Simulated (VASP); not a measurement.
A run of VASP 6.6.1 is set up as follows.

The input POSCAR:

```
SiO2
1.0
    4.1854060762      0.0000000000      0.0000000000
    0.0000000000      4.1854060762      0.0000000000
    0.0000000000      0.0000000000      2.6687449733
Si O
2 4
Direct
    0.5000000000      0.5000000000      0.4625292034
    0.0000000000      0.0000000000     -0.0374707966
    0.6938852014      0.6938852014      0.0328885343
    0.1938852014      0.8061147986      0.5328885343
    0.3061147986      0.3061147986      0.0328885343
    0.8061147986      0.1938852014      0.5328885343
```

Contents of INCAR.step1:

```
  PREC = Accurate
  ENCUT = 520
  ISMEAR = 0
  SIGMA = 0.05
  LREAL = False
  LASPH = True
  NELM = 60
  NBANDS = 25
  GGA = PE
  ALGO = Normal
  EDIFF = 1E-4
  LWAVE = True
  LCHARG = False
```

Contents of INCAR.step2:

```
  PREC = Accurate
  ENCUT = 520
  EDIFF = 1E-7
  ISMEAR = 0
  SIGMA = 0.05
  LREAL = False
  LASPH = True
  NELM = 60
  ALGO = Normal
  ISIF = 2
  LWAVE = False
  LCHARG = False
  METAGGA = R2SCAN
  LMIXTAU = True
  NBANDS = 25
  ISTART = 1
```

The input KPOINTS:

```
regular mesh
0
Gamma
  6 6 8
```

Potentials or basis: VASP PAW PBE potentials, release 64 (Si, O).

Launch:

```sh
$ cat potpaw_PBE.64/Si/POTCAR potpaw_PBE.64/O/POTCAR > POTCAR
$ cp INCAR.step1 INCAR
$ mpirun -np 1 vasp_std > vasp.out
$ cp INCAR.step2 INCAR
$ mpirun -np 1 vasp_std > vasp.out
```

(1) Estimate the largest force.

(2) Estimate the pressure.

(3) Predict the band gap on the k mesh.

Results:

(1) 4.711 eV/Å.

(2) 10.4 GPa.

(3) 6.27 eV, direct.

Caveat: the cell differs from its parent crystal (mode 13 (655.2 1/cm) frozen in, largest displacement -0.100 Å); the PAW data sets were made with another functional, which shifts forces and pressure a little.
